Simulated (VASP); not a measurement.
Here is a VASP 6.6.1 calculation.

The input INCAR:

```
SYSTEM = Au
ALGO     = Normal         ! electronic algorithm
EDIFF    = 1E-8           ! SCF threshold, eV
ENCUT    = 520            ! plane-wave cutoff, eV
GGA      = PE             ! functional
GGA_COMPAT= .FALSE.      
ISIF     = 2              ! what is computed and relaxed
ISMEAR   = -1             ! smearing method
LASPH    = .TRUE.         ! aspherical terms in the spheres
LCHARG   = .FALSE.        ! write CHGCAR
LEFG     = .TRUE.       
LMAXMIX  = 4              ! l up to which the mixer works
LORBIT   = 11             ! projections on sites
LORBMOM  = .TRUE.       
LREAL    = .FALSE.        ! projectors in reciprocal space
LSORBIT  = .TRUE.         ! spin-orbit coupling
LWAVE    = .FALSE.        ! write WAVECAR
MAGMOM   = 0 0 0          ! initial moments
NBANDS   = 22             ! bands
NELM     = 150            ! most SCF steps
PREC     = Accurate       ! precision mode
SIGMA    = 0.08           ! smearing width, eV
```

KPOINTS

```
k-points
0
G
  14 14 14
  0 0 0
```

The input POSCAR:

```
Au
1.0
    0.0000000000      2.0455000000      2.0455000000
    2.0455000000      0.0000000000      2.0455000000
    2.0455000000      2.0455000000      0.0000000000
Au
1
Direct
    0.0000000000      0.0000000000      0.0000000000
```

Potentials or basis: VASP PAW PBE potentials, release 64 (Au).

Launch:

```sh
$ cat potpaw_PBE.64/Au/POTCAR > POTCAR
$ mpirun -np 1 vasp_ncl > vasp.out
```

Task: Estimate the pressure.

Result: 6.4 GPa.

Task: What does it give for the net moment?

Result: 0.00 μB per cell.

Moments on the atoms (μB; x, y, z):
```
Au  0.00 0.00 0.00
```

Caveat: without QUAD_EFG the Cq values of the log hold for a quadrupole moment of 1 mb, not for the nuclei.
